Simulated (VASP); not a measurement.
Runs of VASP 6.6.1 on Fe. The structure is that of space group P6_3/mmc (No. 194), or close to it. The cells are those of the table. This isn't the form of Fe at room conditions, which is bcc.

| spin | cell | k mesh | gap on the mesh (eV) | pressure (GPa) | moment (μB) | largest force (eV/Å) |
| --- | --- | --- | --- | --- | --- | --- |
| collinear, ferrimagnetic start | a = 2.452, b = 2.452, c = 8.036 Å, angles 90.0, 90.0, 120.0°, 4 atoms | 16 × 16 × 5 | none | 10.1 | 1.36 | 0.09 |
| collinear, ferrimagnetic start | a = 2.519, b = 2.519, c = 8.253 Å, angles 90.0, 90.0, 120.0°, 4 atoms | 16 × 16 × 5 | none | -3.7 | (a) | 0.15 |
| collinear, ferrimagnetic start | a = 2.486, b = 2.486, c = 8.146 Å, angles 90.0, 90.0, 120.0°, 4 atoms | 16 × 16 × 5 | none | 1.9 | 1.51 | 0.14 |
| collinear, ferrimagnetic start | a = 2.486, b = 2.486, c = 8.146 Å, angles 90.0, 90.0, 120.0°, 4 atoms | 19 × 19 × 5 | none | (b) | 1.29 | - |
| collinear, ferromagnetic start | a = 2.551, b = 2.551, c = 8.870 Å, angles 90.0, 90.0, 120.0°, 4 atoms | 14 × 14 × 4 | none | 0.1 | 10.15 | - |

Alike in all rows: task single point; level BLYP; potentials or basis VASP PAW PBE potentials, release 64 (Fe); cutoff (eV) 520; smearing fermi-dirac 0.05 eV.

Fill in the values left out.

(a) 1.81; (b) 0.4.

Caveats: the PAW data sets were made with another functional, which shifts forces and pressure a little; the cell stands under pressure (at least some runs); the cell stands under tension (at least some runs).

A gap of «none» marks levels without a gap at the run's occupations.
